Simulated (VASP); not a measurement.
# AlAs3 (Pm-3m) in VASP: notebook, part 2 of 2

VASP 6.6.1. The steps go on from the part before.

## 3. Single point, PBE

This run uses another cell than the first one, of 18.98 Å³/atom, 1.021 times its volume.

Contents of INCAR:

```
SYSTEM = AlAs3
PREC = Accurate
ENCUT = 520
EDIFF = 1E-7
ISMEAR = 0
SIGMA = 0.1
LREAL = .False.
LASPH = .True.
NELM = 100
ALGO = Normal
ISIF = 2
LWAVE = .False.
LCHARG = .False.
GGA = PE
NBANDS = 17
```

Contents of KPOINTS:

```
regular mesh
0
Gamma
  12 12 12
  0 0 0
```

Contents of POSCAR:

```
AlAs3
1.0
    4.2343177702      0.0000000000      0.0000000000
    0.0000000000      4.2343177702      0.0000000000
    0.0000000000      0.0000000000      4.2343177702
Al As
1 3
Direct
    0.0000000000      0.0000000000      0.0000000000
    0.5000000000      0.0000000000      0.5000000000
    0.0000000000      0.5000000000      0.5000000000
    0.5000000000      0.5000000000      0.0000000000
```

Potentials or basis: VASP PAW PBE potentials, release 64 (Al, As).

The run is started by

```bash
cat potpaw_PBE.64/Al/POTCAR potpaw_PBE.64/As/POTCAR > POTCAR
mpirun -np 1 vasp_std > vasp.out
```

OUTCAR:

```text
SYSTEM = AlAs3
   PREC = Accurate
   ENCUT = 520
   EDIFF = 1E-7
   ISMEAR = 0
   LREAL = .False.
   LASPH = .True.
   NELM = 100
   ISIF = 2
   GGA = PE

 ion  position               nearest neighbor table
   1  0.000  0.000  0.000-   2 2.99   3 2.99   4 2.99   2 2.99   3 2.99   3 2.99   4 2.99   3 2.99
                             2 2.99   4 2.99   2 2.99   4 2.99
   2  0.500  0.000  0.500-   1 2.99   1 2.99   1 2.99   1 2.99
   3  0.000  0.500  0.500-   1 2.99   1 2.99   1 2.99   1 2.99
   4  0.500  0.500  0.000-   1 2.99   1 2.99   1 2.99   1 2.99

  LATTYP: Found a simple cubic cell.
 ALAT       =     4.2343177702

  Lattice vectors:

 A1 = (   4.2343177702,   0.0000000000,   0.0000000000)
 A2 = (   0.0000000000,   4.2343177702,   0.0000000000)
 A3 = (   0.0000000000,   0.0000000000,   4.2343177702)

Analysis of symmetry for initial positions (statically):
=====================================================================
 Subroutine PRICEL returns:
 Original cell was already a primitive cell.

 Routine SETGRP: Setting up the symmetry group for a
 simple cubic supercell.

 Subroutine GETGRP returns: Found 48 space group operations
 (whereof 48 operations were pure point group operations)
 out of a pool of 48 trial point group operations.

The static configuration has the point symmetry O_h .

Analysis of symmetry for dynamics (positions and initial velocities):
=====================================================================
 Subroutine PRICEL returns:
 Original cell was already a primitive cell.

 Routine SETGRP: Setting up the symmetry group for a
 simple cubic supercell.

 Subroutine GETGRP returns: Found 48 space group operations
 (whereof 48 operations were pure point group operations)
 out of a pool of 48 trial point group operations.

The dynamic configuration has the point symmetry O_h .

 Subroutine INISYM returns: Found 48 space group operations
 (whereof 48 operations are pure point group operations),
 and found     1 'primitive' translations

----------------------------------------------------------------------------------------

                                     Primitive cell

  volume of cell :      75.9190

  direct lattice vectors                    reciprocal lattice vectors
     4.234317770  0.000000000  0.000000000     0.236165554  0.000000000  0.000000000
     0.000000000  4.234317770  0.000000000     0.000000000  0.236165554  0.000000000
     0.000000000  0.000000000  4.234317770     0.000000000  0.000000000  0.236165554

  length of vectors
     4.234317770  4.234317770  4.234317770     0.236165554  0.236165554  0.236165554

  position of ions in fractional coordinates (direct lattice)
     0.000000000  0.000000000  0.000000000
     0.500000000  0.000000000  0.500000000
     0.000000000  0.500000000  0.500000000
     0.500000000  0.500000000  0.000000000

  ion indices of the primitive-cell ions
   primitive index   ion index
                 1           1
                 2           2
                 3           3
                 4           4

----------------------------------------------------------------------------------------

 KPOINTS: regular mesh

Automatic generation of k-mesh.
 Grid dimensions read from file:
 generate k-points for:   12   12   12

 Generating k-lattice:

  Cartesian coordinates                     Fractional coordinates (reciprocal lattice)
     0.019680463  0.000000000  0.000000000     0.083333333  0.000000000  0.000000000
     0.000000000  0.019680463  0.000000000     0.000000000  0.083333333  0.000000000
     0.000000000  0.000000000  0.019680463     0.000000000  0.000000000  0.083333333

  Length of vectors
     0.019680463  0.019680463  0.019680463

  Shift w.r.t. Gamma in fractional coordinates (k-lattice)
     0.000000000  0.000000000  0.000000000

 Subroutine IBZKPT returns following result:
 ===========================================

 Found     84 irreducible k-points:

 Following reciprocal coordinates:
            Coordinates               Weight
  0.000000  0.000000  0.000000      1.000000
  0.083333  0.000000  0.000000      6.000000
  0.166667  0.000000  0.000000      6.000000
  0.250000  0.000000  0.000000      6.000000
  0.333333  0.000000  0.000000      6.000000
  0.416667  0.000000  0.000000      6.000000
[... 16 lines left out ...]
  0.333333  0.333333  0.000000     12.000000
  0.416667  0.333333  0.000000     24.000000
 [... further k-points ...]
   k-points           NKPTS =     84   k-points in BZ     NKDIM =     84   number of bands    NBANDS=     17
   number of dos      NEDOS =    301   number of ions     NIONS =      4
   total plane-waves  NPLWV =  32768
   dimension x,y,z NGX =    32 NGY =   32 NGZ =   32
   dimension x,y,z NGXF=    64 NGYF=   64 NGZF=   64
   ions per type =               1   3
   NGX,Y,Z   is equivalent  to a cutoff of  12.56, 12.56, 12.56 a.u.
   NGXF,Y,Z  is equivalent  to a cutoff of  25.13, 25.13, 25.13 a.u.
 SYSTEM =  AlAs3
   PREC   = accura    normal or accurate (medium, high low for compatibility)
   ISTART =      0    job   : 0-new  1-cont  2-samecut
   ICHARG =      2    charge: 1-file 2-atom 10-const
   ISPIN  =      1    spin polarized calculation?
   LNONCOLLINEAR =      F non collinear calculations
   LSORBIT =      F    spin-orbit coupling
   LASPH  =      T    aspherical Exc in radial PAW
   ENCUT  =  520.0 eV  38.22 Ry    6.18 a.u.   7.87  7.87  7.87*2*pi/ulx,y,z
   NELM   =    100;   NELMIN=  2; NELMDL= -5     # of ELM steps
   EDIFF  = 0.1E-06   stopping-criterion for ELM
   LREAL  =      F    real-space projection
   EDIFFG = 0.1E-05   stopping-criterion for IOM
   NSW    =      0    number of steps for IOM
   IBRION =     -1    ionic relax: 0-MD 1-quasi-New 2-CG
   NFREE  =      0    steps in history (QN), initial steepest desc. (CG)
   ISIF   =      2    stress and relaxation
   ISYM   =      2    0-nonsym 1-usesym 2-fastsym
   POTIM  = 0.5000    time-step for ionic-motion
   TEBEG  =    0.0;   TEEND  =   0.0 temperature during run
   PSTRESS=    0.0 pullay stress
   NELECT =      18.0000    total number of electrons
   NUPDOWN=      -1.0000    fix difference up-down
   EMIN   =  10.00;   EMAX   =-10.00  energy-range for DOS
   EFERMI =   0.00;   METHOD = LEGACY
   ISMEAR =     0;   SIGMA  =   0.10  broadening in eV -4-tet -1-fermi 0-gaus
   EFERMI_NEDOS =   21; number of points for ismear=-14 and -15
   IALGO  =     38    algorithm
   IMIX   =      4    mixing-type and parameters
     AMIX     =   0.40;   BMIX     =  1.00
     AMIX_MAG =   1.60;   BMIX_MAG =  1.00
  volume/ion in A,a.u.               =      18.98       128.08
  Fermi-wavevector in a.u.,A,eV,Ry     =   1.013248  1.914760 13.968701  1.026671
  Thomas-Fermi vector in A             =   2.146405
   LORBIT       =      0    0 simple, 1 ext, 2 COOP (PROOUT), +10 PAW based schemes
   GGA     = PE    functional components
   LHFCALC =     F    Hartree Fock is set to
   AEXX    =    0.0000 exact exchange contribution
   IVDW    =     0    specifies the selected vdW correction
   LEPSILON=     F    determine dielectric tensor
   LRPA    =     F    only Hartree local field effects (RPA)
 non-spin polarized calculation
 Gauss-broadening in eV      SIGMA  =   0.10
  energy-cutoff  :      520.00
  volume of cell :       75.92
 maximum number of plane-waves:      2064
 NGX is ok and might be reduce to    32
   NGX = 15   NGY = 15   NGZ = 15

 number of electron      18.0000000 magnetization

 Free energy of the ion-electron system (eV)
  ---------------------------------------------------
  ext. energy  EPLUGINS =         0.00000000
  ---------------------------------------------------
  free energy    TOTEN  =       -16.45191995 eV

  energy without entropy =      -16.44458477  energy(sigma->0) =      -16.44825236

 E-fermi :   6.6671     XC(G=0): -10.5040

 val. band max:        6.6057495121   @ k =   0.4167   0.2500   0.1667
 cond. band min:       6.6889727696   @ k =   0.4167   0.4167   0.0833
 fundamental gap:      0.0832232575
 Fermi energy:         6.6671417756

 k-point     1 :       0.0000    0.0000    0.0000
  band No.  band energies     occupation
      1      -7.8711      2.00000
      2      -2.1907      2.00000
      3      -2.1907      2.00000
      4       1.4742      2.00000
      5       1.4742      2.00000
      6       1.4742      2.00000
[... 9 lines left out ...]
     16      12.1371      0.00000
     17      12.1371      0.00000
[... 443 lines left out ...]
      1      -5.9302      2.00000
      2      -4.6162      2.00000
      3      -3.5574      2.00000
      4       0.0101      2.00000
      5       3.1004      2.00000
      6       3.5831      2.00000
[... 9 lines left out ...]
     16      13.2271      0.00000
     17      14.7152      0.00000

 [... further k-points ...]
[... 5 lines left out ...]
  --------------------------------------------------------------------------------------
  -------------------------------------------------------------------------------------
  Total        0.0214495      0.0214495      0.0214495      0.0000000     -0.0000000      0.0000000
  in kB        0.4526645      0.4526645      0.4526645      0.0000000     -0.0000000      0.0000000
  external PRESSURE =       0.4526645 kB  Pullay stress =       0.0000000 kB

 VOLUME and BASIS-vectors are now :
 -----------------------------------------------------------------------------
  energy-cutoff  :      520.00
  volume of cell :       75.92
      direct lattice vectors                 reciprocal lattice vectors
     4.234317770  0.000000000  0.000000000     0.236165554  0.000000000  0.000000000
     0.000000000  4.234317770  0.000000000     0.000000000  0.236165554  0.000000000
     0.000000000  0.000000000  4.234317770     0.000000000  0.000000000  0.236165554

 POSITION                                       TOTAL-FORCE (eV/Angst)
 -----------------------------------------------------------------------------------
      0.00000      0.00000      0.00000         0.000000      0.000000      0.000000
      2.11716      0.00000      2.11716         0.000000      0.000000      0.000000
      0.00000      2.11716      2.11716         0.000000      0.000000      0.000000
      2.11716      2.11716      0.00000         0.000000      0.000000      0.000000
 -----------------------------------------------------------------------------------
    total drift:                                0.000000     -0.000000     -0.000000

  FREE ENERGIE OF THE ION-ELECTRON SYSTEM (eV)
  ---------------------------------------------------
  free  energy   TOTEN  =       -16.4519199494 eV

  energy  without entropy=      -16.4445847690  energy(sigma->0) =      -16.44825236
```

stdout:

```text
POSCAR found type information on POSCAR AlAs
 POSCAR found :  2 types and       4 ions
 scaLAPACK will be used
 LDA part: xc-table for (Slater+PW92), standard interpolation
 POSCAR, INCAR and KPOINTS ok, starting setup
 FFT: planning ... GRIDC
 FFT: planning ... GRID_SOFT
 FFT: planning ... GRID
 WAVECAR not read
 entering main loop
```

Wall time 42 s (1 thread of Intel Xeon Platinum 8488C (Sapphire Rapids), shared host); peak memory 0.24 GiB.

What came out:

* Free energy: -16.4519 eV
* Pressure: 0.0 GPa
* Band gap on the k mesh: zero (band 9 reaches 10.73 eV, above the bottom of band 10 at 5.00 eV)

Levels at points of the mesh, in eV from the Fermi level:
| k point | band 7 | band 8 | band 9 | band 10 | band 11 | band 12 |
| --- | --- | --- | --- | --- | --- | --- |
| (0.00, 0.00, 0.00) | -2.83 | 0.54 | 0.54 | 0.54 | 2.17 | 2.17 |
| (0.50, 0.00, 0.00) | -2.61 | -2.61 | -1.85 | -1.10 | 2.38 | 2.38 |
| (0.50, 0.50, 0.00) | -2.02 | -1.72 | -1.72 | -1.67 | 0.57 | 1.25 |
| (0.50, 0.50, 0.50) | -6.12 | -4.28 | 4.07 | 4.07 | 4.08 | 4.08 |

## 4. Relaxation of cell and atoms, PBE

Contents of INCAR:

```
SYSTEM = AlAs3
PREC = Accurate
ENCUT = 600
EDIFF = 1E-6
ISMEAR = 0
SIGMA = 0.1
LREAL = .FALSE.
LASPH = .TRUE.
NELM = 100
ALGO = Normal
ISIF = 3
LWAVE = .FALSE.
LCHARG = .FALSE.
GGA = PE
IBRION = 2
NSW = 100
EDIFFG = -0.01
```

Contents of KPOINTS:

```
regular mesh
0
G
  12 12 12
  0 0 0
```

Contents of POSCAR:

```
AlAs3
1.0
    4.2048512900      0.0000000000      0.0000000000
    0.0000000000      4.2048512900      0.0000000000
    0.0000000000      0.0000000000      4.2048512900
Al As
1 3
Direct
    0.0000000000      0.0000000000      0.0000000000
    0.5000000000      0.0000000000      0.5000000000
    0.0000000000      0.5000000000      0.5000000000
    0.5000000000      0.5000000000      0.0000000000
```

Potentials or basis: VASP PAW PBE potentials, release 64 (Al, As).

The run is started by

```bash
cat potpaw_PBE.64/Al/POTCAR potpaw_PBE.64/As/POTCAR > POTCAR
mpirun -np 1 vasp_std > vasp.out
```

OUTCAR:

```text
SYSTEM = AlAs3
   PREC = Accurate
   ENCUT = 600
   EDIFF = 1E-6
   ISMEAR = 0
   LREAL = .FALSE.
   LASPH = .TRUE.
   NELM = 100
   ISIF = 3
   GGA = PE
   IBRION = 2
   NSW = 100
   EDIFFG = -0.01

 ion  position               nearest neighbor table
   1  0.000  0.000  0.000-   2 2.97   3 2.97   4 2.97   2 2.97   3 2.97   3 2.97   4 2.97   3 2.97
                             2 2.97   4 2.97   2 2.97   4 2.97
   2  0.500  0.000  0.500-   1 2.97   1 2.97   1 2.97   1 2.97
   3  0.000  0.500  0.500-   1 2.97   1 2.97   1 2.97   1 2.97
   4  0.500  0.500  0.000-   1 2.97   1 2.97   1 2.97   1 2.97

  LATTYP: Found a simple cubic cell.
 ALAT       =     4.2048512900

  Lattice vectors:

 A1 = (   4.2048512900,   0.0000000000,   0.0000000000)
 A2 = (   0.0000000000,   4.2048512900,   0.0000000000)
 A3 = (   0.0000000000,   0.0000000000,   4.2048512900)

Analysis of symmetry for initial positions (statically):
=====================================================================
 Subroutine PRICEL returns:
 Original cell was already a primitive cell.

 Routine SETGRP: Setting up the symmetry group for a
 simple cubic supercell.

 Subroutine GETGRP returns: Found 48 space group operations
 (whereof 48 operations were pure point group operations)
 out of a pool of 48 trial point group operations.
[... 178 lines left out ...]
  in kB       16.9243402     16.9243402     16.9243402      0.0000000     -0.0000000      0.0000000
  external PRESSURE =      16.9243402 kB  Pullay stress =       0.0000000 kB
[... 63 lines left out ...]
--------------------------------------- Ionic step        3  -------------------------------------------

 number of electron      17.9999998 magnetization

 Free energy of the ion-electron system (eV)
  ---------------------------------------------------
  ext. energy  EPLUGINS =         0.00000000
  ---------------------------------------------------
  free energy    TOTEN  =       -16.45196890 eV

  energy without entropy =      -16.44464050  energy(sigma->0) =      -16.44830470

 E-fermi :   6.6608     XC(G=0): -10.5018

 val. band max:        6.5992064271   @ k =   0.4167   0.2500   0.1667
 cond. band min:       6.6827331881   @ k =   0.4167   0.4167   0.0833
 fundamental gap:      0.0835267610
 Fermi energy:         6.6608304826

 k-point     1 :       0.0000    0.0000    0.0000
  band No.  band energies     occupation
      1      -7.8728      2.00000
      2      -2.1973      2.00000
      3      -2.1973      2.00000
      4       1.4711      2.00000
      5       1.4711      2.00000
      6       1.4711      2.00000
      7       3.8266      2.00000
      8       7.1972      0.00000
      9       7.1972      0.00000
     10       7.1972      0.00000
     11       8.8258      0.00000
     12       8.8258      0.00000
     13       8.8258      0.00000
[... 354 lines left out ...]
  band No.  band energies     occupation
      1      -5.9330      2.00000
      2      -4.6201      2.00000
      3      -3.5622      2.00000
      4       0.0068      2.00000
      5       3.0956      2.00000
      6       3.5790      2.00000
      7       4.4874      2.00000
      8       4.9650      2.00000
      9       5.4710      2.00000
     10       6.3890      1.99988
     11       8.0462      0.00000
     12       8.6904      0.00000
     13       8.8312      0.00000

 [... further k-points ...]
[... 5 lines left out ...]
  --------------------------------------------------------------------------------------
  -------------------------------------------------------------------------------------
  Total        0.0047333      0.0047333      0.0047333      0.0000000      0.0000000     -0.0000000
  in kB        0.0998358      0.0998358      0.0998358      0.0000000      0.0000000     -0.0000000
  external PRESSURE =       0.0998358 kB  Pullay stress =       0.0000000 kB
[... 19 lines left out ...]
  FREE ENERGIE OF THE ION-ELECTRON SYSTEM (eV)
  ---------------------------------------------------
  free  energy   TOTEN  =       -16.4519688959 eV

  energy  without entropy=      -16.4446404977  energy(sigma->0) =      -16.44830470

 reached required accuracy - stopping structural energy minimisation
```

CONTCAR:

```text
AlAs3
   1.00000000000000
     4.2350833201431595    0.0000000000000000    0.0000000000000000
     0.0000000000000000    4.2350833201431595    0.0000000000000000
     0.0000000000000000   -0.0000000000000000    4.2350833201431595
  Al              As
     1     3
Direct
     0.0000000000000000    0.0000000000000000    0.0000000000000000
     0.5000000000000000    0.0000000000000000    0.5000000000000000
     0.0000000000000000    0.5000000000000000    0.5000000000000000
     0.5000000000000000    0.5000000000000000    0.0000000000000000

  0.00000000E+00  0.00000000E+00  0.00000000E+00
  0.00000000E+00  0.00000000E+00  0.00000000E+00
  0.00000000E+00  0.00000000E+00  0.00000000E+00
  0.00000000E+00  0.00000000E+00  0.00000000E+00
```

Wall time 1.9 min (1 thread of Intel Xeon Platinum 8488C (Sapphire Rapids), shared host); peak memory 0.27 GiB.

What came out:

| Quantity | Value |
| --- | --- |
| Free energy | -16.4520 eV |
| Relaxed volume | 18.99 Å³/atom |
| Relaxed cell | a = 4.235 Å, b = 4.235 Å, c = 4.235 Å, α = 90.00°, β = 90.00°, γ = 90.00° |
| Space group after relaxing (to 0.05 Å) | Pm-3m (No. 221) |
| Energy gained by relaxing | 2.1 meV/atom |
| Ionic steps | 3 |
| Pressure after relaxing | 0.0 GPa |
| Band gap on the k mesh | zero (band 9 reaches 10.73 eV, above the bottom of band 10 at 4.99 eV) |

Step by step:
```
step  energy change (eV)  largest force (eV/Å)  pressure (GPa)  volume (Å³)
   1              0.0000                0.0000            1.69        74.35
   2             -0.0075                0.0000           -0.50        76.48
   3             -0.0084                0.0000            0.01        75.96
```

Final structure:
```
CELL_PARAMETERS angstrom
4.23508 0.00000 0.00000
0.00000 4.23508 0.00000
0.00000 0.00000 4.23508
ATOMIC_POSITIONS crystal
Al 0.00000 0.00000 0.00000
As 0.50000 0.00000 0.50000
As 0.00000 0.50000 0.50000
As 0.50000 0.50000 0.00000
```

Levels at points of the mesh, in eV from the Fermi level:
```tsv
k point	band 5	band 6	band 7	band 8	band 9	band 10	band 11	band 12	band 13
(0.00, 0.00, 0.00)	-5.19	-5.19	-2.83	0.54	0.54	0.54	2.16	2.16	2.16
(0.50, 0.00, 0.00)	-3.69	-3.69	-2.60	-2.60	-1.84	-1.10	2.38	2.38	2.89
(0.50, 0.50, 0.00)	-2.95	-2.02	-2.02	-1.72	-1.72	-1.67	0.57	1.25	3.72
(0.50, 0.50, 0.50)	-6.12	-6.12	-6.12	-4.28	4.06	4.06	4.08	4.08	4.08
```

## 5. Overview

```tsv
task	cell	k mesh	cutoff (eV)	gap on the mesh (eV)	pressure (GPa)
single point	a = 4.205 Å, 4 atoms	4 × 4 × 4	520	none	2.8
single point	a = 4.234 Å, 4 atoms	12 × 12 × 12	520	none	0.0
relaxation of cell and atoms	relaxed from a = 4.205 Å, 4 atoms	12 × 12 × 12	600	none	0.0
```

Alike in all rows: level PBE; potentials or basis VASP PAW PBE potentials, release 64 (Al, As); no spin polarisation; smearing gaussian 0.1 eV.

Caveats: some runs use coarse meshes.

Absolute energies hang on the potentials; compare differences alone.
